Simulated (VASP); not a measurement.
The system is Sb.

```
Sb
1.0
     2.15420    1.24373    3.75800
    -2.15420    1.24373    3.75800
     0.00000   -2.48746    3.75800
Sb
2
Direct
  0.23349 0.23349 0.23349
  0.76651 0.76651 0.76651
```

| Item | Value |
| --- | --- |
| Program | VASP 6.6.1 |
| Task | relaxation of volume and atoms at fixed shape |
| Functional | r2SCAN |
| Potentials or basis | VASP PAW PBE potentials, release 64 (Sb) |
| Cutoff | 600 eV |
| k mesh | 6 × 6 × 6 |
| Occupations | fermi-dirac, width 0.02 eV |
| Spin | no spin polarisation |

At the start: pressure 1.8 GPa; volume 30.21 Å³/atom.

**Question.** Where does the relaxation end?

**Answer.** Over 6 steps the energy falls by 8.1 meV/atom and the volume is 31.61 Å³/atom (+4.6 %); space group R-3m (No. 166, to 0.05 Å).

The path:
```
step  energy change (eV)  largest force (eV/Å)  pressure (GPa)  volume (Å³)
   1              0.0000                0.0357            1.78        60.41
   2             -0.0088                0.2807           -0.84        63.39
   3             -0.0112                0.2134           -0.03        62.44
   4             -0.0145                0.1309           -0.06        62.76
   5             -0.0162                0.0214           -0.08        63.17
   6             -0.0163                0.0092           -0.09        63.22
```

Final structure:
```
Sb
1.0
     2.18704    1.26269    3.81528
    -2.18704    1.26269    3.81528
     0.00000   -2.52537    3.81528
Sb
2
Direct
  0.23129 0.23129 0.23129
  0.76871 0.76871 0.76871
```

Caveat: the PAW data sets were made with another functional, which shifts forces and pressure a little.
